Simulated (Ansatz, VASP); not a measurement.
## Two plane-wave programs on Cd

```
Cd
1.0
     3.17776    0.00000    0.00000
    -1.58888    2.75202    0.00000
     0.00000    0.00000    6.58689
Cd
2
Direct
  0.33333 0.66667 0.25000
  0.66667 0.33333 0.75000
```

Alike in both runs: task single point; functional BLYP; k mesh 19 × 19 × 8; occupations fermi-dirac, width 0.1 eV; no spin polarisation.

```csv
,VASP,Ansatz
version,VASP 6.6.1,Ansatz 0.2.0
potentials or method,"VASP PAW PBE potentials, release 64 (Cd), cutoff 520 eV","plane waves (420 eV) with PAW, scalar-relativistic"
valence electrons in the cell,24,40
```

Ansatz gave:

* pressure (GPa): -1.0
* traceless stress, the component that is largest in VASP (GPa): 0.53

Task: Which values does VASP return?

Result: Pressure (GPa): -1.0; traceless stress, the component that is largest in VASP (GPa): 0.50.

VASP's potentials were made for PBE, not for BLYP. With one functional, cell and mesh, what is left measures potentials, basis and numerics. VASP's potentials hold 24 valence electrons a cell and Ansatz's 40, so a difference there can come from the potentials and not from the codes.
